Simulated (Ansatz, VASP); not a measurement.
# Mn: VASP beside Ansatz

File INCAR:

```
SYSTEM = Mn
PREC     = Accurate       ! precision mode
ENCUT    = 520            ! plane-wave cutoff, eV
EDIFF    = 1E-7           ! SCF threshold, eV
ISMEAR   = 0              ! smearing method
SIGMA    = 0.15           ! smearing width, eV
LREAL    = .FALSE.        ! projectors in reciprocal space
LASPH    = .TRUE.         ! aspherical terms in the spheres
NELM     = 80             ! most SCF steps
ALGO     = Fast           ! electronic algorithm
ISIF     = 2              ! what is computed and relaxed
LWAVE    = .FALSE.        ! write WAVECAR
LCHARG   = .TRUE.         ! write CHGCAR
GGA      = PS             ! functional
LELF     = .TRUE.         ! ELF
LVHAR    = .TRUE.       
NBANDS   = 20             ! bands
```

KPOINTS

```
regular mesh
0
G
  21 21 12
  0 0 0
```

The input POSCAR:

```
Mn
1.0
    2.4091363974      0.0000000000      0.0000000000
   -1.2045681987      2.0863733214      0.0000000000
    0.0000000000      0.0000000000      4.1469808500
Mn
2
Direct
    0.6666666667      0.3333333333      0.7500000000
    0.3333333333      0.6666666667      0.2500000000
```

Input for Ansatz:

```yaml
crystal:
  lattice:
    - [2.4091363974, 0.0, 0.0]
    - [-1.2045681987, 2.0863733214, 0.0]
    - [0.0, 0.0, 4.14698085]
  atoms:
    - { symbol: Mn, position: [0.6666666667, 0.3333333333, 0.75] }
    - { symbol: Mn, position: [0.3333333333, 0.6666666667, 0.25] }
basis:
  ecutwfc: 420
kpoints:
  mp_grid: { grid: [21, 21, 12] }
hamiltonian:
  xc: pbesol
scf:
  occupations: { method: gaussian, width: 0.15 }
output:
  forces: true
  stress: true
  eigenvalues: true
```

Change from the starting cell: strain -0.030 along x and y, +0.030 along z, atoms carried along.

Alike in both runs: task single point; functional PBEsol; k mesh 21 × 21 × 12; occupations gaussian, width 0.15 eV; no spin polarisation.

|  | VASP | Ansatz |
| --- | --- | --- |
| version | VASP 6.6.1 | Ansatz 0.2.0 |
| potentials or method | VASP PAW PBE potentials, release 64 (Mn_pv), cutoff 520 eV | scalar-relativistic, plane waves, PAW |
| valence electrons in the cell | 26 | 30 |

VASP gave:

| Item | Value |
| --- | --- |
| gap on the k mesh at the Fermi level (eV) | none |
| pressure (GPa) | -1.9 |
| traceless stress, the component that is largest in VASP (GPa) | -16.58 |

Q: Estimate Ansatz's values.

A: gap on the k mesh at the Fermi level (eV): none; pressure (GPa): -1.9; traceless stress, the component that is largest in VASP (GPa): -16.70.

VASP's potentials were made for PBE, not for PBEsol. A gap of «none» marks a metal or a gap that the smearing closes. VASP's potentials hold 26 valence electrons a cell and Ansatz's 30, so a difference there can come from the potentials and not from the codes.
